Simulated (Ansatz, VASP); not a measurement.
Hf: VASP beside Ansatz

Contents of POSCAR:

```
Hf
1.0
   -1.8952500000      1.8952500000      1.8501250000
    1.8952500000     -1.8952500000      1.8501250000
    1.8952500000      1.8952500000     -1.8501250000
Hf
1
Direct
    0.0000000000      0.0000000000      0.0000000000
```

Contents of INCAR.step1:

```
SYSTEM = Hf
PREC = Accurate
ENCUT = 520
ISMEAR = 0
SIGMA = 0.15
LREAL = .FALSE.
LASPH = .TRUE.
NELM = 100
NBANDS = 11
GGA = PE
ALGO = Normal
EDIFF = 1E-4
LWAVE = .TRUE.
LCHARG = .FALSE.
```

Contents of INCAR.step2:

```
SYSTEM = Hf
PREC = Accurate
ENCUT = 520
EDIFF = 1E-7
ISMEAR = 0
SIGMA = 0.15
LREAL = .FALSE.
LASPH = .TRUE.
NELM = 100
ALGO = Normal
ISIF = 2
LWAVE = .FALSE.
LCHARG = .FALSE.
METAGGA = R2SCAN
LMIXTAU = .TRUE.
NBANDS = 11
ISTART = 1
```

Contents of KPOINTS:

```
regular mesh
0
G
  18 18 18
  0 0 0
```

Input for Ansatz:

```yaml
crystal:
  lattice:
    - [-1.89525, 1.89525, 1.850125]
    - [1.89525, -1.89525, 1.850125]
    - [1.89525, 1.89525, -1.850125]
  atoms:
    - { symbol: Hf, position: [0.0, 0.0, 0.0] }
basis:
  ecutwfc: 500
kpoints:
  mp_grid: { grid: [18, 18, 18] }
hamiltonian:
  xc: r2scan
scf:
  occupations: { method: gaussian, width: 0.15 }
output:
  forces: true
  stress: true
  eigenvalues: true
```

Change from the starting cell: strain +0.050 along x and y, +0.025 along z, atoms carried along.

Alike in both runs: task single point; functional r2SCAN; k mesh 18 × 18 × 18; occupations gaussian, width 0.15 eV; no spin polarisation.

```csv
,VASP,Ansatz
version,VASP 6.6.1,Ansatz 0.2.0
potentials or method,"VASP PAW PBE potentials, release 64 (Hf_pv), cutoff 520 eV","scalar-relativistic, plane waves, PAW"
valence electrons in the cell,10,26
```

VASP gave:

| Property | Result |
| --- | --- |
| gap on the k mesh at the Fermi level (eV) | none |
| pressure (GPa) | -14.2 |
| traceless stress, the component that is largest in VASP (GPa) | -1.16 |

Question: Estimate Ansatz's values.

Answer: gap on the k mesh at the Fermi level (eV): none; pressure (GPa): -13.7; traceless stress, the component that is largest in VASP (GPa): -1.16.

VASP's potentials were made for PBE, not for r2SCAN. A gap of «none» marks a metal or a gap that the smearing closes. VASP's potentials hold 10 valence electrons a cell and Ansatz's 26, so a difference there can come from the potentials and not from the codes.

Spin-orbit coupling is off throughout.
